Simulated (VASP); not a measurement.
A run of VASP 6.6.1:

The input INCAR:

```
PREC     = Accurate       # precision mode
ENCUT    = 600            # plane-wave cutoff, eV
EDIFF    = 1E-6           # SCF threshold, eV
ISMEAR   = 0              # smearing method
SIGMA    = 0.1            # smearing width, eV
LREAL    = F              # projectors in reciprocal space
LASPH    = T              # aspherical terms in the spheres
NELM     = 100            # most SCF steps
ALGO     = Normal         # electronic algorithm
ISIF     = 3              # what is computed and relaxed
LWAVE    = F              # write WAVECAR
LCHARG   = F              # write CHGCAR
GGA      = CA             # functional
IBRION   = 2              # ionic algorithm
NSW      = 60             # ionic steps
EDIFFG   = -0.02          # ionic threshold
PSTRESS  = 100.0
```

Contents of KPOINTS:

```
Automatic mesh
0
Gamma
  7 7 4
```

File POSCAR:

```
Ta
1.0
    2.9003720000      0.0000000000      0.0000000000
   -1.4501860000      2.5117960000      0.0000000000
    0.0000000000      0.0000000000      5.1662740000
Ta
2
Direct
    0.6666666667      0.3333333333      0.7500000000
    0.3333333333      0.6666666667      0.2500000000
```

Potentials or basis: VASP PAW LDA potentials, release 64 (Ta_pv).

Run with:

```bash
$ cat potpaw_LDA.64/Ta_pv/POTCAR > POTCAR
$ mpirun -np 1 vasp_std > vasp.out
```

Hardware: 1 thread of Intel Xeon 8259CL, with other jobs on the host.

Question: How long does it take, and how much memory?

Answer: Run time: 2.4 min on 1 thread of Intel Xeon 8259CL, on a shared host, peak memory 0.16 GiB. Counts: scf iterations 63, k points 24, ion steps 9.
